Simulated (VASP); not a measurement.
# LiF (P-6m2) in VASP: a series of runs

LiF is run at these levels: PBE; tasks: single point, relaxation of cell and atoms.

All numbers are computed with VASP 6.6.1; they aren't measurements. Logs are shortened: lines on timing, memory, paths and dates and some standing lists are left out, and cuts for length are marked.

### 1 The cell of the first run

The structure is hexagonal, space group P-6m2 (No. 187). The conventional cell has a = 2.470 Å, b = 2.470 Å, c = 2.405 Å, α = 90.00°, β = 90.00°, γ = 120.00°. Li (site symmetry -6m2) has 6 F at 1.87 Å and 8 Li at 2.41 to 2.47 Å within 2.5 Å. Within 2.5 Å of F (site symmetry -6m2) lie 6 Li at 1.87 Å and 8 F at 2.41 to 2.47 Å.

### 2 Single point, PBE

Input file INCAR:

```
PREC = Accurate
ENCUT = 520
EDIFF = 1E-6
ISMEAR = 0
SIGMA = 0.1
LREAL = F
LASPH = T
NELM = 100
ALGO = Normal
ISIF = 2
LWAVE = F
LCHARG = T
GGA = PE
LELF = T
LVHAR = T
NBANDS = 12
```

Input file KPOINTS:

```
regular mesh
0
Gamma
  9 9 8
```

Input file POSCAR:

```
LiF
1.0
    2.4704154100      0.0000000000      0.0000000000
   -1.2352077000      2.1394425000      0.0000000000
    0.0000000000      0.0000000000      2.4051161500
Li F
1 1
Direct
    0.3333333300      0.6666666700      0.5000000000
    0.6666666700      0.3333333300      0.0000000000
```

Potentials or basis: VASP PAW PBE potentials, release 64 (Li_sv, F).

Started as:

```console
cat potpaw_PBE.64/Li_sv/POTCAR potpaw_PBE.64/F/POTCAR > POTCAR
mpirun -np 1 vasp_std > vasp.out
```

OUTCAR:

```text
PREC = Accurate
   ENCUT = 520
   EDIFF = 1E-6
   ISMEAR = 0
   LREAL = F
   LASPH = T
   NELM = 100
   ISIF = 2
   GGA = PE

 ion  position               nearest neighbor table
   1  0.333  0.667  0.500-   2 1.87   2 1.87   2 1.87   2 1.87   2 1.87   2 1.87
   2  0.667  0.333  0.000-   1 1.87   1 1.87   1 1.87   1 1.87   1 1.87   1 1.87

  LATTYP: Found a hexagonal cell.
 ALAT       =     2.4704154100
 C/A-ratio  =     0.9735674981

  Lattice vectors:

 A1 = (   2.4704154100,   0.0000000000,   0.0000000000)
 A2 = (  -1.2352077000,   2.1394425000,   0.0000000000)
 A3 = (   0.0000000000,   0.0000000000,   2.4051161500)

Analysis of symmetry for initial positions (statically):
=====================================================================
 Subroutine PRICEL returns:
 Original cell was already a primitive cell.

 Routine SETGRP: Setting up the symmetry group for a
 hexagonal supercell.

 Subroutine GETGRP returns: Found 12 space group operations
 (whereof 12 operations were pure point group operations)
 out of a pool of 24 trial point group operations.

The static configuration has the point symmetry D_3h.

Analysis of symmetry for dynamics (positions and initial velocities):
=====================================================================
 Subroutine PRICEL returns:
 Original cell was already a primitive cell.

 Routine SETGRP: Setting up the symmetry group for a
 hexagonal supercell.

 Subroutine GETGRP returns: Found 12 space group operations
 (whereof 12 operations were pure point group operations)
 out of a pool of 24 trial point group operations.

The dynamic configuration has the point symmetry D_3h.

 Subroutine INISYM returns: Found 12 space group operations
 (whereof 12 operations are pure point group operations),
 and found     1 'primitive' translations

----------------------------------------------------------------------------------------

                                     Primitive cell

  volume of cell :      12.7118

  direct lattice vectors                    reciprocal lattice vectors
     2.470415410  0.000000000  0.000000000     0.404790221  0.233705742  0.000000000
    -1.235207700  2.139442500  0.000000000     0.000000000  0.467411487  0.000000000
     0.000000000  0.000000000  2.405116150     0.000000000  0.000000000  0.415780336

[... 89 lines left out ...]
   ISIF   =      2    stress and relaxation
   ISYM   =      2    0-nonsym 1-usesym 2-fastsym
   POTIM  = 0.5000    time-step for ionic-motion
   TEBEG  =    0.0;   TEEND  =   0.0 temperature during run
   PSTRESS=    0.0 pullay stress
   NELECT =      10.0000    total number of electrons
   NUPDOWN=      -1.0000    fix difference up-down
   EMIN   =  10.00;   EMAX   =-10.00  energy-range for DOS
   EFERMI =   0.00;   METHOD = LEGACY
   ISMEAR =     0;   SIGMA  =   0.10  broadening in eV -4-tet -1-fermi 0-gaus
   EFERMI_NEDOS =   21; number of points for ismear=-14 and -15
   IALGO  =     38    algorithm
   IMIX   =      4    mixing-type and parameters
     AMIX     =   0.40;   BMIX     =  1.00
     AMIX_MAG =   1.60;   BMIX_MAG =  1.00
  volume/ion in A,a.u.               =       6.36        42.89
  Fermi-wavevector in a.u.,A,eV,Ry     =   1.511260  2.855868 31.074451  2.283908
  Thomas-Fermi vector in A             =   2.621341
   LORBIT       =      0    0 simple, 1 ext, 2 COOP (PROOUT), +10 PAW based schemes
   GGA     = PE    functional components
   LHFCALC =     F    Hartree Fock is set to
   AEXX    =    0.0000 exact exchange contribution
   IVDW    =     0    specifies the selected vdW correction
   LEPSILON=     F    determine dielectric tensor
   LRPA    =     F    only Hartree local field effects (RPA)
 non-spin polarized calculation
 Gauss-broadening in eV      SIGMA  =   0.10
  energy-cutoff  :      520.00
  volume of cell :       12.71
 maximum number of plane-waves:       356
   NGX =  9   NGY =  9   NGZ =  9

 number of electron      10.0000000 magnetization

 number of electron       9.9999993 magnetization

 Free energy of the ion-electron system (eV)
  ---------------------------------------------------
  ext. energy  EPLUGINS =         0.00000000
  ---------------------------------------------------
  free energy    TOTEN  =        -8.92005637 eV

  energy without entropy =       -8.92005637  energy(sigma->0) =       -8.92005637

 E-fermi :   2.2871     XC(G=0): -11.2271

 val. band max:        1.6969247757   @ k =   0.0000   0.0000   0.5000
 cond. band min:      12.1591199043   @ k =   0.0000   0.0000   0.0000
 fundamental gap:     10.4621951286
 Fermi energy:         2.2870828321

 k-point     1 :       0.0000    0.0000    0.0000
  band No.  band energies     occupation
      1     -40.0148      2.00000
      2     -19.9043      2.00000
      3       0.4502      2.00000
      4       1.2787      2.00000
      5       1.2787      2.00000
      6      12.1591      0.00000
      7      23.1286      0.00000
      8      24.7774      0.00000
      9      24.7775      0.00000
     10      26.8935      0.00000
     11      35.1962      0.00000
     12      36.6189      0.00000
[... 331 lines left out ...]
 k-point    24 :       0.3333    0.3333    0.1250
  band No.  band energies     occupation
      1     -39.8066      2.00000
      2     -18.8714      2.00000
      3      -2.1781      2.00000
      4      -1.2293      2.00000
      5       0.7453      2.00000
      6      15.1724      0.00000
      7      18.4965      0.00000
      8      22.6983      0.00000
      9      26.0125      0.00000
     10      28.6064      0.00000
     11      36.0960      0.00000
     12      37.1753      0.00000

 [... further k-points ...]

------------------------ aborting loop because EDIFF is reached ----------------------------------------

  FORCE on cell =-STRESS in cart. coord.  units (eV):
  Direction    XX          YY          ZZ          XY          YZ          ZX
  --------------------------------------------------------------------------------------
  -------------------------------------------------------------------------------------
  Total        3.4892665      3.4892664      2.3265853      0.0000000     -0.0000000      0.0000000
  in kB      439.7826139    439.7826127    293.2397872      0.0000010     -0.0000000      0.0000000
  external PRESSURE =     390.9350046 kB  Pullay stress =       0.0000000 kB

 VOLUME and BASIS-vectors are now :
 -----------------------------------------------------------------------------
  energy-cutoff  :      520.00
  volume of cell :       12.71
      direct lattice vectors                 reciprocal lattice vectors
     2.470415410  0.000000000  0.000000000     0.404790221  0.233705742  0.000000000
    -1.235207700  2.139442500  0.000000000     0.000000000  0.467411487  0.000000000
     0.000000000  0.000000000  2.405116150     0.000000000  0.000000000  0.415780336

 POSITION                                       TOTAL-FORCE (eV/Angst)
 -----------------------------------------------------------------------------------
     -0.00000      1.42630      1.20256         0.000000      0.000000      0.000000
      1.23521      0.71315      0.00000        -0.000000     -0.000000      0.000000
 -----------------------------------------------------------------------------------
    total drift:                               -0.000017      0.000010      0.000000

  FREE ENERGIE OF THE ION-ELECTRON SYSTEM (eV)
  ---------------------------------------------------
  free  energy   TOTEN  =        -8.9200563700 eV

  energy  without entropy=       -8.9200563700  energy(sigma->0) =       -8.92005637
```

Wall time 3.4 s (1 thread of Intel Xeon 6975P-C (Granite Rapids), shared host); peak memory 0.12 GiB.

Results:

```yaml
Free_energy: -8.9201 eV
Band_gap_on_the_k_mesh: 10.46 eV, indirect (least direct gap 10.88 eV)
```

Levels at points of the mesh, in eV from the valence-band top:
```tsv
k point	band 2	band 3	band 4	band 5	band 6	band 7	band 8	band 9
(0.00, 0.00, 0.00)	-21.60	-1.25	-0.42	-0.42	10.46	21.43	23.08	23.08
(0.00, 0.00, 0.50)	-21.26	-4.41	0.00	0.00	13.08	16.57	26.26	26.26
```

Caveat: the cutoff is under 1.25 times the usual one of these potentials, so pressure, stress and relaxed cells hold a basis-set (Pulay) error. Expect the measured gap to be larger: semilocal functionals such as PBE lack the derivative discontinuity.

### 3 Single point, PBE

This run uses another cell than the first one, of 8.72 Å³/atom, 1.372 times its volume.

Input file INCAR:

```
SYSTEM = LiF
PREC = Accurate
ENCUT = 520
EDIFF = 1E-6
ISMEAR = 0
SIGMA = 0.1
LREAL = .False.
LASPH = .True.
NELM = 100
ALGO = Normal
ISIF = 2
LWAVE = .False.
LCHARG = .False.
GGA = PE
NBANDS = 12
```

Input file KPOINTS:

```
Automatic mesh
0
Gamma
  9 9 8
  0 0 0
```

Input file POSCAR:

```
LiF
1.0
    2.7997634774     -0.0000000033      0.0000000000
   -1.3998817358      2.4246662976      0.0000000000
    0.0000000000      0.0000000000      2.5691718227
Li F
1 1
Direct
    0.3333333333      0.6666666667      0.5000000000
    0.6666666667      0.3333333333      0.0000000000
```

Potentials or basis: VASP PAW PBE potentials, release 64 (Li_sv, F).

Started as:

```console
cat potpaw_PBE.64/Li_sv/POTCAR potpaw_PBE.64/F/POTCAR > POTCAR
mpirun -np 1 vasp_std > vasp.out
```

OUTCAR:

```text
SYSTEM = LiF
   PREC = Accurate
   ENCUT = 520
   EDIFF = 1E-6
   ISMEAR = 0
   LREAL = .False.
   LASPH = .True.
   NELM = 100
   ISIF = 2
   GGA = PE

 ion  position               nearest neighbor table
   1  0.333  0.667  0.500-   2 2.06   2 2.06   2 2.06   2 2.06   2 2.06   2 2.06
   2  0.667  0.333  0.000-   1 2.06   1 2.06   1 2.06   1 2.06   1 2.06   1 2.06

  LATTYP: Found a hexagonal cell.
 ALAT       =     2.7997634774
 C/A-ratio  =     0.9176388804

  Lattice vectors:

 A1 = (   2.7997634774,  -0.0000000033,   0.0000000000)
 A2 = (  -1.3998817358,   2.4246662976,   0.0000000000)
 A3 = (   0.0000000000,   0.0000000000,   2.5691718227)

Analysis of symmetry for initial positions (statically):
=====================================================================
 Subroutine PRICEL returns:
 Original cell was already a primitive cell.

 Routine SETGRP: Setting up the symmetry group for a
 hexagonal supercell.

 Subroutine GETGRP returns: Found 12 space group operations
 (whereof 12 operations were pure point group operations)
 out of a pool of 24 trial point group operations.

The static configuration has the point symmetry D_3h.

[... 174 lines left out ...]
      5      -1.2160      2.00000
      6       7.0013      0.00000
      7      18.5808      0.00000
      8      18.5808      0.00000
      9      19.1792      0.00000
     10      21.3989      0.00000
     11      27.0524      0.00000
     12      28.2540      0.00000
[... 331 lines left out ...]
 k-point    24 :       0.3333    0.3333    0.1250
  band No.  band energies     occupation
      1     -42.5715      2.00000
      2     -20.6023      2.00000
      3      -3.2838      2.00000
      4      -2.8064      2.00000
      5      -1.2308      2.00000
      6      10.9601      0.00000
      7      13.5566      0.00000
      8      15.8704      0.00000
      9      20.6168      0.00000
     10      23.2538      0.00000
     11      28.2257      0.00000
     12      29.9235      0.00000

 [... further k-points ...]

------------------------ aborting loop because EDIFF is reached ----------------------------------------

  FORCE on cell =-STRESS in cart. coord.  units (eV):
  Direction    XX          YY          ZZ          XY          YZ          ZX
  --------------------------------------------------------------------------------------
  -------------------------------------------------------------------------------------
  Total       -0.0065686     -0.0065686     -0.0284606     -0.0000000     -0.0000000      0.0000000
  in kB       -0.6034163     -0.6034163     -2.6145000     -0.0000000     -0.0000000      0.0000000
  external PRESSURE =      -1.2737776 kB  Pullay stress =       0.0000000 kB

 VOLUME and BASIS-vectors are now :
 -----------------------------------------------------------------------------
  energy-cutoff  :      520.00
  volume of cell :       17.44
      direct lattice vectors                 reciprocal lattice vectors
     2.799763477 -0.000000003  0.000000000     0.357173029  0.206213944  0.000000000
    -1.399881736  2.424666298  0.000000000     0.000000000  0.412427888  0.000000000
     0.000000000  0.000000000  2.569171823     0.000000000  0.000000000  0.389230487

 POSITION                                       TOTAL-FORCE (eV/Angst)
 -----------------------------------------------------------------------------------
      0.00000      1.61644      1.28459         0.000000     -0.000000      0.000000
      1.39988      0.80822      0.00000        -0.000000      0.000000      0.000000
 -----------------------------------------------------------------------------------
    total drift:                               -0.000000      0.000000      0.000000

  FREE ENERGIE OF THE ION-ELECTRON SYSTEM (eV)
  ---------------------------------------------------
  free  energy   TOTEN  =        -9.3927318664 eV

  energy  without entropy=       -9.3927318664  energy(sigma->0) =       -9.39273187
```

OSZICAR:

```text
N       E                     dE             d eps       ncg     rms          rms(c)
DAV:   1     0.410496852532E+02    0.41050E+02   -0.59373E+03  1460   0.911E+02
DAV:   2    -0.731764666751E+01   -0.48367E+02   -0.47358E+02  1760   0.212E+02
DAV:   3    -0.992647750067E+01   -0.26088E+01   -0.25929E+01  2192   0.394E+01
DAV:   4    -0.996481411038E+01   -0.38337E-01   -0.38334E-01  1624   0.460E+00
DAV:   5    -0.996506204980E+01   -0.24794E-03   -0.24794E-03  1808   0.282E-01    0.467E+00
DAV:   6    -0.938621836922E+01    0.57884E+00   -0.28486E+00  1512   0.101E+01    0.147E+00
DAV:   7    -0.938573479682E+01    0.48357E-03   -0.19436E-02  1844   0.123E+00    0.900E-01
DAV:   8    -0.939236766930E+01   -0.66329E-02   -0.18340E-02  1672   0.138E+00    0.134E-01
DAV:   9    -0.939247323827E+01   -0.10557E-03   -0.10188E-03  1700   0.284E-01    0.635E-02
DAV:  10    -0.939273379409E+01   -0.26056E-03   -0.41401E-04  1612   0.141E-01    0.258E-02
DAV:  11    -0.939273133590E+01    0.24582E-05   -0.15244E-05  1680   0.347E-02    0.655E-03
DAV:  12    -0.939273186642E+01   -0.53052E-06   -0.27237E-06  1660   0.134E-02
   1 F= -.93927319E+01 E0= -.93927319E+01  d E =-.199468E-15
```

It took 3.9 s on 1 thread of Intel Xeon 6975P-C (Granite Rapids), shared host; peak memory 0.13 GiB.

Results:

- Free energy: -9.3927 eV
- Band gap on the k mesh: 7.78 eV, indirect (least direct gap 8.22 eV)

Caveat: the cutoff is under 1.25 times the usual one of these potentials, so pressure, stress and relaxed cells hold a basis-set (Pulay) error. A k mesh can miss the band edges.

[end of part 1 of 2]
